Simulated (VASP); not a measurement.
A run of VASP 6.6.1 is set up as follows.

File INCAR:

```
ALGO     = Normal         # electronic algorithm
EDIFF    = 1E-7           # SCF threshold, eV
ENCUT    = 520            # plane-wave cutoff, eV
GGA      = PS             # functional
ISIF     = 2              # what is computed and relaxed
ISMEAR   = -1             # smearing method
LASPH    = True           # aspherical terms in the spheres
LCHARG   = False          # write CHGCAR
LREAL    = False          # projectors in reciprocal space
LWAVE    = False          # write WAVECAR
NBANDS   = 32             # bands
NELM     = 60             # most SCF steps
PREC     = Accurate       # precision mode
SIGMA    = 0.15           # smearing width, eV
```

File KPOINTS:

```
k-points
0
Gamma
  3 3 1
```

The input POSCAR:

```
LiAl12
1.0
    5.7275650000      0.0000000000      0.0000000000
    2.8637820000      4.9602170000      0.0000000000
    0.0000000000      0.0000000000     16.6765370000
Al Li
12 1
Direct
    0.1666666208      0.1666667003      0.0599644878
    0.6666667081      0.1666667003      0.0599644878
    0.1666666712      0.6666665995      0.0599644878
    0.6666667585      0.6666665995      0.0599644878
   -0.1675509580      0.3350049000      0.1974170657
    0.3343632242      0.3301085416      0.1965617922
   -0.1683171883      0.8366023099      0.1985766589
    0.3312670412      0.8367869793      0.1983624658
   -0.0039527344      0.0079365479      0.3398233698
    0.5048255359     -0.0097832413      0.3385770679
    0.0117660466      0.4981441336      0.3312973191
    0.4894806529      0.4978366874      0.3307011522
    0.7245392929      0.5440878897      0.4589091848
```

Potentials or basis: VASP PAW PBE potentials, release 64 (Al, Li_sv).

Run with:

```bash
$ cat potpaw_PBE.64/Al/POTCAR potpaw_PBE.64/Li_sv/POTCAR > POTCAR
$ mpirun -np 1 vasp_std > vasp.out
```

Q: What does it give for the largest force?

A: 0.064 eV/Å.

Q: What does it give for the band gap on the k mesh?

A: Zero (an odd number of electrons rules out a gap without spin polarisation).

Forces on the atoms (eV/Å):
```
Al  -0.057 -0.011 -0.026
Al   0.055 -0.011 -0.019
Al  -0.002  0.037  0.022
Al   0.000 -0.021  0.009
Al  -0.004  0.007  0.000
Al   0.005  0.005 -0.005
Al   0.004  0.000 -0.006
Al  -0.004 -0.005 -0.001
Al  -0.001  0.005  0.005
Al  -0.002 -0.005  0.008
Al   0.004 -0.005  0.000
Al  -0.008 -0.003  0.004
Li   0.009  0.006  0.010
```

Caveat: the k points lie up to 0.42 Å⁻¹ apart, too coarse for converged energies and pressures of a metal; the PAW data sets were made with another functional, which shifts forces and pressure a little.
